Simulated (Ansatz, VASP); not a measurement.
SrCl2: VASP beside Ansatz

Contents of INCAR:

```
SYSTEM = SrCl2
PREC     = Accurate       ! precision mode
ENCUT    = 520            ! plane-wave cutoff, eV
EDIFF    = 1E-6           ! SCF threshold, eV
ISMEAR   = 0              ! smearing method
SIGMA    = 0.05           ! smearing width, eV
LREAL    = .False.        ! projectors in reciprocal space
LASPH    = .True.         ! aspherical terms in the spheres
NELM     = 100            ! most SCF steps
ALGO     = Normal         ! electronic algorithm
ISIF     = 2              ! what is computed and relaxed
LWAVE    = .False.        ! write WAVECAR
LCHARG   = .False.        ! write CHGCAR
GGA      = PE             ! functional
NBANDS   = 19             ! bands
```

KPOINTS

```
Automatic mesh
0
Gamma
  6 6 6
  0 0 0
```

Contents of POSCAR:

```
SrCl2
1.0
    0.0000000000      3.5192262993      3.5192262993
    3.5192262993      0.0000000000      3.5192262993
    3.5192262993      3.5192262993      0.0000000000
Sr Cl
1 2
Direct
    0.0000000000      0.0000000000      0.0000000000
    0.2500000000      0.2500000000      0.2500000000
    0.7500000000      0.7500000000      0.7500000000
```

Input for Ansatz:

```yaml
crystal:
  lattice:
    - [0.0, 3.5192262993, 3.5192262993]
    - [3.5192262993, 0.0, 3.5192262993]
    - [3.5192262993, 3.5192262993, 0.0]
  atoms:
    - { symbol: Sr, position: [0.0, 0.0, 0.0] }
    - { symbol: Cl, position: [0.25, 0.25, 0.25] }
    - { symbol: Cl, position: [0.75, 0.75, 0.75] }
basis:
  ecutwfc: 420
kpoints:
  mp_grid: { grid: [6, 6, 6] }
hamiltonian:
  xc: pbe
scf:
  occupations: { method: gaussian, width: 0.05 }
output:
  forces: true
  stress: true
  eigenvalues: true
```

Alike in both runs: task single point; functional PBE; k mesh 6 × 6 × 6; occupations gaussian, width 0.05 eV; no spin polarisation.

|  | VASP | Ansatz |
| --- | --- | --- |
| version | VASP 6.6.1 | Ansatz 0.2.0 |
| potentials or method | VASP PAW PBE potentials, release 64 (Sr_sv, Cl), cutoff 520 eV | scalar-relativistic, plane waves, PAW |
| valence electrons in the cell | 24 | 24 |

```csv
,VASP,Ansatz,Ansatz less VASP
gap on the k mesh at the Fermi level (eV),5.24,5.24,+0.004
least direct gap on the mesh (eV),5.52,5.52,+0.003
pressure (GPa),0.1,0.0,-0.07
```
